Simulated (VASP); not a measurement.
# Li7Cl8 (a cell with a defect) in VASP: further runs

Runs on Li7Cl8 (a cell with a defect). Level: PBEsol. Tasks: single point.

Everything below comes from runs of VASP 6.6.1. Logs are shortened: lines on timing, memory, paths and dates and some standing lists are left out, and cuts for length are marked.

### 1 The cell of the first run

The cell holds a defect, 15 atoms: a = 7.160 Å, b = 7.160 Å, c = 7.160 Å, α = 60.00°, β = 60.00°, γ = 60.00°.

### 2 Single point, PBEsol

Contents of INCAR:

```
PREC = Accurate
ENCUT = 520
EDIFF = 1E-6
ISMEAR = 0
SIGMA = 0.05
LREAL = Auto
LASPH = T
NELM = 60
ALGO = Normal
ISIF = 2
LWAVE = F
LCHARG = F
GGA = PS
NELECT = 78.0
NBANDS = 52
```

Contents of KPOINTS:

```
Automatic mesh
0
Gamma
  4 4 4
```

Contents of POSCAR:

```
Li7Cl8
1.0
    0.0000000000      5.0628218036     -5.0628218036
    5.0628218036      5.0628218036      0.0000000000
    5.0628218036      0.0000000000     -5.0628218036
Li Cl
7 8
Direct
    0.5000000000     -0.2500000000      0.0000000000
    1.0290983746      0.4858063881     -0.0007111508
    0.9709016254      0.0141936119      0.0007111508
    0.4992888492      0.4858063881      0.5290983746
    0.5007111508      0.0141936119      0.4709016254
    1.0000000000      0.4783047749      0.5000000000
    1.0000000000      0.0216952251      0.5000000000
    0.2071353914      0.7500000000      0.2928646086
    0.2416131677      0.2500000000      0.2583868323
    0.7414245047      0.7478380158      0.2414245047
    0.7414245047      0.2693129748      0.2414245047
    0.2585754953      0.7521619842      0.7585754953
    0.2585754953      0.2306870252      0.7585754953
    0.7928646086      0.7500000000      0.7071353914
    0.7583868323      0.2500000000      0.7416131677
```

Potentials or basis: VASP PAW PBE potentials, release 64 (Li_sv, Cl).

On the command line:

```sh
cat potpaw_PBE.64/Li_sv/POTCAR potpaw_PBE.64/Cl/POTCAR > POTCAR
mpirun -np 1 vasp_std > vasp.out
```

OUTCAR:

```text
PREC = Accurate
   ENCUT = 520
   EDIFF = 1E-6
   ISMEAR = 0
   LREAL = Auto
   LASPH = T
   NELM = 60
   ISIF = 2
   GGA = PS
   NELECT = 78.0

 ion  position               nearest neighbor table
   1  0.500  0.750  0.000-   8 2.10  14 2.10
   2  0.029  0.486  0.999-   9 2.39  12 2.51  13 2.51  10 2.57  11 2.57
   3  0.971  0.014  0.001-  15 2.39  11 2.51  10 2.51  13 2.57  12 2.57
   4  0.499  0.486  0.529-  15 2.39  13 2.51  12 2.51  11 2.57  10 2.57
   5  0.501  0.014  0.471-   9 2.39  10 2.51  11 2.51  12 2.57  13 2.57
   6  0.000  0.478  0.500-   9 2.38  15 2.38  14 2.45   8 2.45  10 2.62  13 2.62
   7  0.000  0.022  0.500-   9 2.38  15 2.38  14 2.45   8 2.45  11 2.62  12 2.62
   8  0.207  0.750  0.293-   1 2.10   6 2.45   7 2.45
   9  0.242  0.250  0.258-   6 2.38   7 2.38   2 2.39   5 2.39
  10  0.741  0.748  0.241-   3 2.51   5 2.51   4 2.57   2 2.57   6 2.62
  11  0.741  0.269  0.241-   3 2.51   5 2.51   4 2.57   2 2.57   7 2.62
  12  0.259  0.752  0.759-   2 2.51   4 2.51   3 2.57   5 2.57   7 2.62
  13  0.259  0.231  0.759-   2 2.51   4 2.51   3 2.57   5 2.57   6 2.62
  14  0.793  0.750  0.707-   1 2.10   6 2.45   7 2.45
  15  0.758  0.250  0.742-   6 2.38   7 2.38   3 2.39   4 2.39

  LATTYP: Found a face centered cubic cell.
 ALAT       =    10.1256436072

  Lattice vectors:

 A1 = (   0.0000000000,   5.0628218036,  -5.0628218036)
 A2 = (   5.0628218036,   5.0628218036,   0.0000000000)
 A3 = (   5.0628218036,   0.0000000000,  -5.0628218036)

Analysis of symmetry for initial positions (statically):
=====================================================================
 Subroutine PRICEL returns:
 Original cell was already a primitive cell.

 Routine SETGRP: Setting up the symmetry group for a
 face centered cubic supercell.

 Subroutine GETGRP returns: Found  8 space group operations
 (whereof  2 operations were pure point group operations)
 out of a pool of 48 trial point group operations.

The static configuration has the point symmetry C_1h.
 The point group associated with its full space group is D_2h.

Analysis of symmetry for dynamics (positions and initial velocities):
=====================================================================
 Subroutine PRICEL returns:
 Original cell was already a primitive cell.

 Routine SETGRP: Setting up the symmetry group for a
 face centered cubic supercell.

 Subroutine GETGRP returns: Found  8 space group operations
 (whereof  2 operations were pure point group operations)
 out of a pool of 48 trial point group operations.

The dynamic configuration has the point symmetry C_1h.
 The point group associated with its full space group is D_2h.

 Subroutine INISYM returns: Found  8 space group operations
 (whereof  2 operations are pure point group operations),
 and found     1 'primitive' translations

----------------------------------------------------------------------------------------

                                     Primitive cell

  volume of cell :     259.5422

  direct lattice vectors                    reciprocal lattice vectors
     0.000000000  5.062821804 -5.062821804    -0.098759154  0.098759154 -0.098759154
     5.062821804  5.062821804  0.000000000     0.098759154  0.098759154  0.098759154
     5.062821804  0.000000000 -5.062821804     0.098759154 -0.098759154 -0.098759154

  length of vectors
     7.159911259  7.159911259  7.159911259     0.171055873  0.171055873  0.171055873

  position of ions in fractional coordinates (direct lattice)
     0.500000000  0.750000000  0.000000000
     0.029098375  0.485806388  0.999288849
     0.970901625  0.014193612  0.000711151
     0.499288849  0.485806388  0.529098375
     0.500711151  0.014193612  0.470901625
     0.000000000  0.478304775  0.500000000
     0.000000000  0.021695225  0.500000000
     0.207135391  0.750000000  0.292864609
     0.241613168  0.250000000  0.258386832
     0.741424505  0.747838016  0.241424505
     0.741424505  0.269312975  0.241424505
     0.258575495  0.752161984  0.758575495
     0.258575495  0.230687025  0.758575495
     0.792864609  0.750000000  0.707135391
     0.758386832  0.250000000  0.741613168

  ion indices of the primitive-cell ions
   primitive index   ion index
[... 28 lines left out ...]
     0.024689789  0.024689789  0.024689789     0.000000000  0.250000000  0.000000000
     0.024689789 -0.024689789 -0.024689789     0.000000000  0.000000000  0.250000000

  Length of vectors
     0.042763968  0.042763968  0.042763968

  Shift w.r.t. Gamma in fractional coordinates (k-lattice)
     0.000000000  0.000000000  0.000000000

 Subroutine IBZKPT returns following result:
 ===========================================

 Found     18 irreducible k-points:

 Following reciprocal coordinates:
            Coordinates               Weight
  0.000000  0.000000  0.000000      1.000000
  0.250000  0.000000  0.000000      4.000000
  0.000000  0.250000  0.000000      4.000000
  0.500000  0.000000  0.000000      2.000000
  0.000000  0.500000  0.000000      2.000000
  0.250000  0.250000  0.000000      4.000000
[... 10 lines left out ...]
 -0.250000  0.500000  0.250000      2.000000
  0.250000 -0.250000  0.500000      4.000000
   k-points           NKPTS =     18   k-points in BZ     NKDIM =     18   number of bands    NBANDS=     52
   number of dos      NEDOS =    301   number of ions     NIONS =     15
   total plane-waves  NPLWV = 157464
   dimension x,y,z NGX =    54 NGY =   54 NGZ =   54
   dimension x,y,z NGXF=   108 NGYF=  108 NGZF=  108
   ions per type =               7   8
   NGX,Y,Z   is equivalent  to a cutoff of  12.54, 12.54, 12.54 a.u.
   NGXF,Y,Z  is equivalent  to a cutoff of  25.08, 25.08, 25.08 a.u.
 SYSTEM =  unknown system
   PREC   = accura    normal or accurate (medium, high low for compatibility)
   ISTART =      0    job   : 0-new  1-cont  2-samecut
   ICHARG =      2    charge: 1-file 2-atom 10-const
   ISPIN  =      1    spin polarized calculation?
   LNONCOLLINEAR =      F non collinear calculations
   LSORBIT =      F    spin-orbit coupling
   LASPH  =      T    aspherical Exc in radial PAW
   ENCUT  =  520.0 eV  38.22 Ry    6.18 a.u.  13.31 13.31 13.31*2*pi/ulx,y,z
   NELM   =     60;   NELMIN=  2; NELMDL= -5     # of ELM steps
   EDIFF  = 0.1E-05   stopping-criterion for ELM
   LREAL  =      T    real-space projection
   EDIFFG = 0.1E-04   stopping-criterion for IOM
   NSW    =      0    number of steps for IOM
   IBRION =     -1    ionic relax: 0-MD 1-quasi-New 2-CG
   NFREE  =      0    steps in history (QN), initial steepest desc. (CG)
   ISIF   =      2    stress and relaxation
   ISYM   =      2    0-nonsym 1-usesym 2-fastsym
   POTIM  = 0.5000    time-step for ionic-motion
   TEBEG  =    0.0;   TEEND  =   0.0 temperature during run
   PSTRESS=    0.0 pullay stress
   NELECT =      78.0000    total number of electrons
   NUPDOWN=      -1.0000    fix difference up-down
   EMIN   =  10.00;   EMAX   =-10.00  energy-range for DOS
   EFERMI =   0.00;   METHOD = LEGACY
   ISMEAR =     0;   SIGMA  =   0.05  broadening in eV -4-tet -1-fermi 0-gaus
   EFERMI_NEDOS =   21; number of points for ismear=-14 and -15
   IALGO  =     38    algorithm
   IMIX   =      4    mixing-type and parameters
     AMIX     =   0.40;   BMIX     =  1.00
     AMIX_MAG =   1.60;   BMIX_MAG =  1.00
  volume/ion in A,a.u.               =      17.30       116.77
  Fermi-wavevector in a.u.,A,eV,Ry     =   1.096572  2.072220 16.360593  1.202470
  Thomas-Fermi vector in A             =   2.232916
   LORBIT       =      0    0 simple, 1 ext, 2 COOP (PROOUT), +10 PAW based schemes
   GGA     = PS    functional components
   LHFCALC =     F    Hartree Fock is set to
   AEXX    =    0.0000 exact exchange contribution
   IVDW    =     0    specifies the selected vdW correction
   LEPSILON=     F    determine dielectric tensor
   LRPA    =     F    only Hartree local field effects (RPA)
 non-spin polarized calculation
 Gauss-broadening in eV      SIGMA  =   0.05
  energy-cutoff  :      520.00
  volume of cell :      259.54
 maximum number of plane-waves:      7046
 NGX is ok and might be reduce to    54
   NGX = 27   NGY = 27   NGZ = 27

 number of electron      77.9999997 magnetization

 Free energy of the ion-electron system (eV)
  ---------------------------------------------------
  ext. energy  EPLUGINS =         0.00000000
  ---------------------------------------------------
  free energy    TOTEN  =       -53.06998736 eV

  energy without entropy =      -53.06998736  energy(sigma->0) =      -53.06998736

 E-fermi :   0.9724     XC(G=0):  -8.9625

 val. band max:        0.7497332417   @ k =   0.0000   0.0000   0.0000
 cond. band min:       6.7484152934   @ k =   0.0000   0.0000   0.0000
 fundamental gap:      5.9986820517
 Fermi energy:         0.9723924185

 k-point     1 :       0.0000    0.0000    0.0000
  band No.  band energies     occupation
      1     -42.5022      2.00000
      2     -42.5009      2.00000
      3     -42.5006      2.00000
      4     -42.4996      2.00000
      5     -42.4036      2.00000
      6     -42.0259      2.00000
[... 961 lines left out ...]
     50       9.8773      0.00000
     51       9.9854      0.00000
 [bands above 51 left out]

------------------------ aborting loop because EDIFF is reached ----------------------------------------

  FORCE on cell =-STRESS in cart. coord.  units (eV):
  Direction    XX          YY          ZZ          XY          YZ          ZX
  --------------------------------------------------------------------------------------
  -------------------------------------------------------------------------------------
  Total       10.7443180     10.7443180      6.6495252     -3.1976997      0.0000000      0.0000000
  in kB       66.3256498     66.3256498     41.0481226    -19.7396906      0.0000000      0.0000000
  external PRESSURE =      57.8998074 kB  Pullay stress =       0.0000000 kB

 VOLUME and BASIS-vectors are now :
 -----------------------------------------------------------------------------
  energy-cutoff  :      520.00
  volume of cell :      259.54
      direct lattice vectors                 reciprocal lattice vectors
     0.000000000  5.062821804 -5.062821804    -0.098759154  0.098759154 -0.098759154
     5.062821804  5.062821804  0.000000000     0.098759154  0.098759154  0.098759154
     5.062821804  0.000000000 -5.062821804     0.098759154 -0.098759154 -0.098759154

 POSITION                                       TOTAL-FORCE (eV/Angst)
 -----------------------------------------------------------------------------------
      3.79712      6.32853     -2.53141        -0.000000      0.000000      0.000000
      7.51877      2.60687     -5.20654        -0.002232      0.002232      0.006529
      0.07546      4.98736     -4.91910         0.002232     -0.002232     -0.006529
      5.13828      4.98736     -5.20654         0.002232     -0.002232      0.006529
      2.45595      2.60687     -4.91910        -0.002232      0.002232     -0.006529
      4.95298      2.42157     -2.53141        -0.002240     -0.002240      0.000000
      2.64125      0.10984     -2.53141         0.002240      0.002240      0.000000
      5.27984      4.84581     -2.53141         0.018954     -0.018954      0.000000
      2.57387      2.48895     -2.53141        -0.003832      0.003832      0.000000
      5.00846      7.53987     -4.97599         0.000822      0.000822      0.001183
      2.58577      5.11718     -4.97599        -0.000822     -0.000822      0.001183
      7.64859      5.11718     -5.14965        -0.000822     -0.000822     -0.001183
      5.00846      2.47705     -5.14965         0.000822      0.000822     -0.001183
      7.37722      7.81125     -7.59423        -0.018954      0.018954      0.000000
      5.02036      5.10528     -7.59423         0.003832     -0.003832      0.000000
 -----------------------------------------------------------------------------------
    total drift:                                0.000000      0.000000      0.000000

  FREE ENERGIE OF THE ION-ELECTRON SYSTEM (eV)
  ---------------------------------------------------
  free  energy   TOTEN  =       -53.0699873593 eV

  energy  without entropy=      -53.0699873593  energy(sigma->0) =      -53.06998736
```

Wall time 15 min (1 thread of Oxide Virtual Turin-like, shared host); peak memory 0.41 GiB.

Results:

* Free energy: -53.0700 eV
* Largest force: 0.027 eV/Å

Forces in eV/Å, atoms in the order of the input:
```
Li   0.000  0.000  0.000
Li  -0.002  0.002  0.007
Li   0.002 -0.002 -0.007
Li   0.002 -0.002  0.007
Li  -0.002  0.002 -0.007
Li  -0.002 -0.002  0.000
Li   0.002  0.002  0.000
Cl   0.019 -0.019  0.000
Cl  -0.004  0.004  0.000
Cl   0.001  0.001  0.001
Cl  -0.001 -0.001  0.001
Cl  -0.001 -0.001 -0.001
Cl   0.001  0.001 -0.001
Cl  -0.019  0.019  0.000
Cl   0.004 -0.004  0.000
```

Caveat: the cell carries a net charge on a neutralising background, which shifts energy and pressure; the cell is charged against a uniform background, so pressure and absolute levels hang on convention; the cutoff is under 1.25 times the usual one of these potentials, so pressure, stress and relaxed cells hold a basis-set (Pulay) error; the PAW data sets were made with another functional, which shifts forces and pressure a little.

### 3 Single point, PBEsol

Contents of INCAR:

```
SYSTEM = Li7Cl8
PREC = Accurate
ENCUT = 520
EDIFF = 1E-6
ISMEAR = 0
SIGMA = 0.05
LREAL = Auto
LASPH = .TRUE.
NELM = 80
ALGO = Normal
ISIF = 2
LWAVE = .FALSE.
LCHARG = .TRUE.
GGA = PS
LELF = .TRUE.
LVHAR = .TRUE.
NELECT = 78.0
NBANDS = 52
```

Contents of KPOINTS:

```
regular mesh
0
G
  4 4 4
  0 0 0
```

Contents of POSCAR:

```
Li7Cl8
1.0
    0.0000000000      5.0628218036     -5.0628218036
    5.0628218036      5.0628218036      0.0000000000
    5.0628218036      0.0000000000     -5.0628218036
Li Cl
7 8
Direct
    0.5000000194     -0.2500001085      0.0000000000
    1.0298544374      0.4865319372     -0.0029184318
    0.9701455415      0.0134679834      0.0029185305
    0.4970813901      0.4865321348      0.5298544180
    0.5029185499      0.0134679834      0.4701455221
    1.0000000388      0.4778700681      0.5000000194
    1.0000000388      0.0221299513      0.5000000194
    0.2069127733      0.7500000291      0.2930872461
    0.2420293559      0.2500000097      0.2579706635
    0.7414786942      0.7480536837      0.2414784773
    0.7414785955      0.2689891236      0.2414785761
    0.2585214433      0.7519462757      0.7585214627
    0.2585214433      0.2310108958      0.7585214627
    0.7930871668      0.7499999303      0.7069128914
    0.7579706829      0.2500000097      0.7420293753
```

Potentials or basis: VASP PAW PBE potentials, release 64 (Li_sv, Cl).

On the command line:

```sh
cat potpaw_PBE.64/Li_sv/POTCAR potpaw_PBE.64/Cl/POTCAR > POTCAR
mpirun -np 1 vasp_std > vasp.out
```

OUTCAR:

```text
SYSTEM = Li7Cl8
   PREC = Accurate
   ENCUT = 520
   EDIFF = 1E-6
   ISMEAR = 0
   LREAL = Auto
   LASPH = .TRUE.
   NELM = 80
   ISIF = 2
   GGA = PS
   NELECT = 78.0

 ion  position               nearest neighbor table
   1  0.500  0.750  0.000-  14 2.10   8 2.10
   2  0.030  0.487  0.997-   9 2.40  13 2.51  12 2.51  10 2.57  11 2.57
   3  0.970  0.013  0.003-  15 2.40  10 2.51  11 2.51  12 2.57  13 2.57
[... 1210 lines left out ...]
  energy-cutoff  :      520.00
  volume of cell :      259.54
      direct lattice vectors                 reciprocal lattice vectors
     0.000000000  5.062821804 -5.062821804    -0.098759154  0.098759154 -0.098759154
     5.062821804  5.062821804  0.000000000     0.098759154  0.098759154  0.098759154
     5.062821804  0.000000000 -5.062821804     0.098759154 -0.098759154 -0.098759154

 POSITION                                       TOTAL-FORCE (eV/Angst)
 -----------------------------------------------------------------------------------
      3.79712      6.32853     -2.53141         0.000000      0.000000     -0.000000
      7.51127      2.61437     -5.19919         0.006332     -0.006332     -0.010640
      0.08296      4.97986     -4.92645        -0.006332      0.006332      0.010640
      5.14578      4.97986     -5.19919        -0.006332      0.006332     -0.010640
      2.44845      2.61437     -4.92645         0.006332     -0.006332      0.010640
      4.95078      2.41937     -2.53141        -0.004637     -0.004637     -0.000000
      2.64345      0.11204     -2.53141         0.004637      0.004637     -0.000000
      5.28096      4.84468     -2.53141         0.006130     -0.006130     -0.000000
      2.57176      2.49106     -2.53141         0.003557     -0.003557     -0.000000
      5.00983      7.54124     -4.97654        -0.008973     -0.008973      0.000766
      2.58441      5.11582     -4.97654         0.008973      0.008973      0.000766
      7.64723      5.11582     -5.14911         0.008973      0.008973     -0.000766
      5.00983      2.47841     -5.14911        -0.008973     -0.008973     -0.000766
      7.37609      7.81238     -7.59423        -0.006130      0.006130     -0.000000
      5.02247      5.10318     -7.59423        -0.003557      0.003557     -0.000000
 -----------------------------------------------------------------------------------
    total drift:                               -0.000129      0.001089      0.002629

  FREE ENERGIE OF THE ION-ELECTRON SYSTEM (eV)
  ---------------------------------------------------
  free  energy   TOTEN  =       -53.0698382094 eV

  energy  without entropy=      -53.0698382094  energy(sigma->0) =      -53.06983821
```

stdout:

```text
POSCAR found type information on POSCAR LiCl
 POSCAR found :  2 types and      15 ions
 scaLAPACK will be used
 -----------------------------------------------------------------------------
|                                                                             |
|                                                                             |
|     You enforced a specific xc type in the INCAR file but a different       |
|     I HOPE YOU KNOW WHAT YOU ARE DOING!                                     |
|                                                                             |
 -----------------------------------------------------------------------------

 LDA part: xc-table for (Slater+PW92), standard interpolation
 POSCAR, INCAR and KPOINTS ok, starting setup
 FFT: planning ... GRIDC
 FFT: planning ... GRID_SOFT
 FFT: planning ... GRID
 WAVECAR not read
 entering main loop
 the old and the new charge density differ
 old charge density:    77.00000 new   78.00000
    0.719E+00
```

It took 11 min on 1 thread of Oxide Virtual Turin-like, shared host; peak memory 0.41 GiB.

What came out:

```
Free energy   : -53.0698 eV
Largest force : 0.014 eV/Å
```

Forces in eV/Å, atoms in the order of the input:
```
Li   0.000  0.000  0.000
Li   0.006 -0.006 -0.011
Li  -0.006  0.006  0.011
Li  -0.006  0.006 -0.011
Li   0.006 -0.006  0.011
Li  -0.005 -0.005  0.000
Li   0.005  0.005  0.000
Cl   0.006 -0.006  0.000
Cl   0.004 -0.004  0.000
Cl  -0.009 -0.009  0.001
Cl   0.009  0.009  0.001
Cl   0.009  0.009 -0.001
Cl  -0.009 -0.009 -0.001
Cl  -0.006  0.006  0.000
Cl  -0.004  0.004  0.000
```

Caveat: the cell carries a net charge on a neutralising background, which shifts energy and pressure; the cell is charged against a uniform background, so pressure and absolute levels hang on convention; the cutoff is under 1.25 times the usual one of these potentials, so pressure, stress and relaxed cells hold a basis-set (Pulay) error; the PAW data sets were made with another functional, which shifts forces and pressure a little.
